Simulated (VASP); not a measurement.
Wanted: the native input for a VASP 6.6.1 run.

- Task: single point
- Functional: LDA
- Potentials or basis: VASP PAW LDA potentials, release 64 (Ti_sv, N)
- Cutoff: 600 eV
- k mesh: 8 × 8 × 8
- Occupations: gaussian, width 0.1 eV
- Spin: no spin polarisation
- Dipole correction: no
- Further INCAR settings: ALGO = Normal; EDIFF = 1e-06; NBANDS = 16

The structure of TiN lies in POSCAR:

```
TiN
1.0
    0.0000000000      2.0863455124      2.0863455124
    2.0863455124      0.0000000000      2.0863455124
    2.0863455124      2.0863455124      0.0000000000
Ti N
1 1
Direct
    0.0000000000      0.0000000000      0.0000000000
    0.5000000000      0.5000000000      0.5000000000
```

These files were run (other wordings do the same):

INCAR

```
PREC = Accurate
ENCUT = 600
EDIFF = 1E-6
ISMEAR = 0
SIGMA = 0.1
LREAL = F
LASPH = T
NELM = 120
ALGO = Normal
ISIF = 2
LWAVE = F
LCHARG = F
NBANDS = 16
GGA_COMPAT = F
```

KPOINTS

```
regular mesh
0
Gamma
  8 8 8
```

Potentials or basis: VASP PAW LDA potentials, release 64 (Ti_sv, N).

Run with:

```sh
$ cat potpaw_LDA.64/Ti_sv/POTCAR potpaw_LDA.64/N/POTCAR > POTCAR
$ mpirun -np 1 vasp_std > vasp.out
```

Results of the run:

```json
{"Pressure": "1.0 GPa"}
```

Wall time 17 s on 1 thread of Intel Xeon 8259CL (shared host), peak memory 0.13 GiB.
